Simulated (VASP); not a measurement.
# Si8HO16 (a cell with a defect) in VASP: notebook, part 2 of 2

VASP 6.6.1. The steps go on from the part before.

## 4. Single point, PBE+D3(BJ), collinear spin

INCAR reads:

```
SYSTEM = Si8HO16
PREC = Accurate
ENCUT = 520
EDIFF = 1E-6
ISMEAR = -1
SIGMA = 0.05
LREAL = Auto
LASPH = .TRUE.
NELM = 150
ALGO = Normal
ISIF = 2
LWAVE = .FALSE.
LCHARG = .FALSE.
ISPIN = 2
MAGMOM = 0 0 0 0 0 0 0 0 0 0 0 0 0.09 0 0 0 0 0 0 0 0 0 0.09 0 0.51
LORBIT = 11
GGA = PE
IVDW = 12
NBANDS = 86
```

KPOINTS reads:

```
regular mesh
0
G
  2 2 2
  0 0 0
```

POSCAR reads:

```
Si8HO16
1.0
   -4.1180000000     -4.1180000000      0.0000000000
    4.1180000000     -4.1180000000      0.0000000000
    0.0000000000      0.0000000000      5.2980000000
Si O H
8 16 1
Direct
    0.5056823701      0.5044681884      0.0021517554
    0.0206653715      0.4914521612      0.2575688939
    0.5069086935      0.5063987373      0.5010947527
   -0.0103326858      0.4725473531      0.7668931672
   -0.0049902865     -0.0204103934      0.0102680257
    0.4753035454      0.0390966489      0.2459418649
   -0.0088878096     -0.0013355998      0.4975651189
    0.5088756678     -0.0036546867      0.7618724047
    0.2104419621      0.4877124818      0.0154209136
   -0.0160393395      0.1780597377      0.2741600604
    0.8135381253      0.5273069451      0.0146847867
    0.0427877610      0.7811801846      0.2250660627
    0.2154808159      0.4339120932      0.4912608532
    0.0048324429      0.1911607576      0.7557757644
    0.8102598349      0.4938440991      0.4787844470
   -0.0139995143      0.7853205440      0.7366742167
    0.6934798446     -0.0120811073     -0.0071725179
    0.5216731423      0.6956168043      0.2690449226
    0.3002671200      0.0124089364     -0.0176859192
    0.5188319573      0.3000364254      0.2669497924
    0.7118139874      0.0036061195      0.4847678369
    0.4928484701      0.6926542011      0.7591543979
    0.3145701797      0.0145701797      0.5187051718
    0.5246114619      0.3045774648      0.7557946395
    0.2701068480      0.7469402623      0.4825783314
```

Potentials or basis: VASP PAW PBE potentials, release 64 (Si, O, H).

Run with:

```
> cat potpaw_PBE.64/Si/POTCAR potpaw_PBE.64/O/POTCAR potpaw_PBE.64/H/POTCAR > POTCAR
> mpirun -np 1 vasp_std > vasp.out
```

OUTCAR:

```text
SYSTEM = Si8HO16
   PREC = Accurate
   ENCUT = 520
   EDIFF = 1E-6
   ISMEAR = -1
   LREAL = Auto
   LASPH = .TRUE.
   NELM = 150
   ISIF = 2
   ISPIN = 2
   LORBIT = 11
   GGA = PE
   IVDW = 12
 IVDW          = 12

 ion  position               nearest neighbor table
   1  0.506  0.504  0.002-  22 1.69   9 1.72  24 1.75  11 1.80  18 1.80  20 1.84   3 2.64   3 2.65
                             6 3.01   4 3.09   2 3.13   8 3.13
   2  0.021  0.491  0.258-   9 1.69  15 1.70  12 1.70  13 1.71  11 1.78  10 1.84   4 2.61   4 2.71
                             3 3.11   1 3.13   5 3.13   7 3.14
   3  0.507  0.506  0.501-  18 1.65  20 1.73  22 1.75  13 1.75  15 1.77  24 1.79  25 1.97   1 2.64
                             1 2.65   6 3.04   2 3.11
   4  0.990  0.473  0.767-  14 1.64  11 1.70  16 1.83   9 1.84  15 1.85  13 1.98   2 2.61   2 2.71
                             1 3.09   7 3.11   5 3.15
   5  0.995  0.980  0.010-  12 1.65  17 1.76  19 1.79  10 1.82  14 1.83  16 1.84   7 2.58   7 2.72
[... 1578 lines left out ...]
      1.96360     -4.18820      2.55670        -0.156681      0.943137      0.321078
 -----------------------------------------------------------------------------------
    total drift:                                0.006869     -0.017743      0.007144

  FREE ENERGIE OF THE ION-ELECTRON SYSTEM (eV)
  ---------------------------------------------------
  free  energy   TOTEN  =      -183.9987634654 eV

  energy  without entropy=     -183.9987627493  energy(sigma->0) =     -183.99876311

 total charge

# of ion       s       p       d       tot
------------------------------------------
    1        0.597   0.901   0.000   1.497
    2        0.605   0.951   0.000   1.555
    3        0.600   0.940   0.000   1.540
    4        0.600   0.872   0.000   1.471
    5        0.595   0.885   0.000   1.479
    6        0.616   0.923   0.000   1.539
[... 17 lines left out ...]
   24        1.552   3.701   0.000   5.254
   25        0.513   0.021   0.000   0.534
--------------------------------------------------
tot         30.290  66.855   0.000  97.144

 magnetization (x)

# of ion       s       p       d       tot
------------------------------------------
    1        0.003   0.003   0.000   0.005
    2        0.000  -0.001   0.000  -0.001
    3       -0.001  -0.001   0.000  -0.002
    4        0.001   0.000   0.000   0.001
    5        0.003   0.003   0.000   0.007
    6        0.002   0.002   0.000   0.004
[... 17 lines left out ...]
   24        0.001   0.001   0.000   0.001
   25        0.363   0.003   0.000   0.366
--------------------------------------------------
tot          0.402   0.240   0.000   0.642
```

stdout:

```text
POSCAR found type information on POSCAR SiO H
 POSCAR found :  3 types and      25 ions
 scaLAPACK will be used
 LDA part: xc-table for (Slater+PW92), standard interpolation
 POSCAR, INCAR and KPOINTS ok, starting setup
 FFT: planning ... GRIDC
 FFT: planning ... GRID_SOFT
 FFT: planning ... GRID
 WAVECAR not read
 entering main loop
```

Wall time 10 min (1 thread of Oxide Virtual Turin-like, shared host); peak memory 0.4 GiB.

What came out:

- Free energy: -183.9988 eV
- Pressure: 29.1 GPa
- Largest force: 7.063 eV/Å
- Band gap on the k mesh: 1.25 eV
- Net moment: 1.00 μB per cell
- Site moments: Si +0.01, -0.00, +0.00; O -0.00, +0.00, +0.02, +0.08, +0.01, +0.04; H +0.37 μB
- Valence electrons inside the program's atomic spheres: Si 1.50, 1.55, 1.54, 1.47, 1.48, 1.57; O 5.28, 5.32, 5.27, 5.29, 5.24, 5.26, 5.20, 5.23, 5.38, 5.25; H 0.53
- Dispersion energy per atom: -0.249 eV

Forces on the atoms (eV/Å):
```
Si  -0.733 -0.587  1.458
Si   0.115  1.117  0.676
Si  -0.542  0.527  1.318
Si   0.993 -2.830 -2.656
Si   0.772 -0.300 -2.529
Si  -6.391  2.718  1.287
Si  -3.351  0.964  3.137
Si   0.014 -0.779 -3.825
O   -0.435  1.316 -1.883
O    0.129 -2.516 -6.130
O   -1.673  2.248 -0.813
O    2.741 -0.974  3.071
O    2.529  0.067  1.621
O   -0.503  2.293  1.385
O   -0.603 -0.890  3.348
O   -0.098 -1.884  0.750
O   -0.354 -1.023  2.377
O    1.806  0.098 -3.229
O    0.024  0.101  2.680
O    2.436 -2.866 -2.966
O    2.029  3.696  1.955
O   -0.145 -0.932 -0.343
O    1.315 -0.014 -1.601
O    0.081 -0.492  0.593
H   -0.157  0.943  0.321
```

Stress tensor (GPa, compression positive):
```
24.22 -5.00 -2.05
-5.00 34.81  2.74
-2.05  2.74 28.16
```

Levels at points of the mesh, in eV from the valence-band top:
Spin up:
| k point | band 62 | band 63 | band 64 | band 65 | band 66 | band 67 | band 68 | band 69 |
| --- | --- | --- | --- | --- | --- | --- | --- | --- |
| (0.00, 0.00, 0.00) | -4.95 | -4.88 | -4.12 | -0.76 | 1.48 | 2.41 | 2.68 | 2.82 |
| (0.50, 0.00, 0.00) | -5.34 | -5.04 | -4.70 | -0.77 | 2.11 | 2.46 | 3.33 | 3.64 |
| (0.00, 0.50, 0.00) | -5.33 | -4.93 | -4.81 | -0.25 | 2.46 | 2.70 | 2.96 | 3.11 |
| (0.50, 0.50, 0.00) | -5.10 | -4.96 | -4.80 | -0.28 | 2.77 | 3.15 | 3.34 | 3.69 |
| (0.00, 0.00, 0.50) | -5.23 | -5.14 | -4.66 | -0.59 | 2.73 | 3.04 | 3.58 | 3.69 |
| (0.50, 0.00, 0.50) | -5.19 | -5.08 | -4.59 | -0.49 | 2.87 | 3.12 | 3.98 | 4.04 |
| (0.00, 0.50, 0.50) | -5.07 | -4.85 | -4.76 | -0.07 | 3.15 | 3.38 | 3.58 | 3.90 |
| (0.50, 0.50, 0.50) | -5.27 | -5.21 | -4.94 | 0.00 | 3.72 | 3.87 | 4.17 | 4.45 |
Spin down:
| k point | band 62 | band 63 | band 64 | band 65 | band 66 | band 67 |
| --- | --- | --- | --- | --- | --- | --- |
| (0.00, 0.00, 0.00) | -4.91 | -4.84 | -4.07 | 1.25 | 1.68 | 2.67 |
| (0.50, 0.00, 0.00) | -5.30 | -4.99 | -4.67 | 1.57 | 2.16 | 2.51 |
| (0.00, 0.50, 0.00) | -5.30 | -4.91 | -4.74 | 2.02 | 2.52 | 2.73 |
| (0.50, 0.50, 0.00) | -5.03 | -4.94 | -4.73 | 2.05 | 2.83 | 3.18 |
| (0.00, 0.00, 0.50) | -5.16 | -5.11 | -4.62 | 1.99 | 2.75 | 3.09 |
| (0.50, 0.00, 0.50) | -5.15 | -5.00 | -4.57 | 2.16 | 2.89 | 3.16 |
| (0.00, 0.50, 0.50) | -5.06 | -4.82 | -4.70 | 2.48 | 3.17 | 3.41 |
| (0.50, 0.50, 0.50) | -5.21 | -5.19 | -4.87 | 2.58 | 3.76 | 3.89 |

Caveat: the k points lie up to 0.59 Å⁻¹ apart.
